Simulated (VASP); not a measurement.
A run of VASP 6.6.1 is set up as follows.

INCAR

```
SYSTEM = Ta
  PREC = Accurate
  ENCUT = 600
  EDIFF = 1E-6
  ISMEAR = -1
  SIGMA = 0.08
  LREAL = .False.
  LASPH = .True.
  NELM = 100
  ALGO = Normal
  ISIF = 3
  LWAVE = .False.
  LCHARG = .False.
  GGA = PS
  IBRION = 2
  NSW = 100
  EDIFFG = -0.002
```

KPOINTS

```
regular mesh
0
Gamma
  20 20 20
  0 0 0
```

Contents of POSCAR:

```
Ta
1.0
   -1.6512800000      1.6512800000      1.6512800000
    1.6512800000     -1.6512800000      1.6512800000
    1.6512800000      1.6512800000     -1.6512800000
Ta
1
Direct
    0.0000000000      0.0000000000      0.0000000000
```

Potentials or basis: VASP PAW PBE potentials, release 64 (Ta_pv).

Run with:

```bash
$ cat potpaw_PBE.64/Ta_pv/POTCAR > POTCAR
$ mpirun -np 1 vasp_std > vasp.out
```

(1) What does it give for the band gap on the k mesh?

(2) What does it give for the relaxed cell?

Answers

(1) zero (an odd number of electrons rules out a gap without spin polarisation).

(2) a = 2.843 Å, b = 2.843 Å, c = 2.843 Å, α = 109.47°, β = 109.47°, γ = 109.47°.

Caveat: spin-orbit coupling is left out, which moves the levels of the heavy elements.
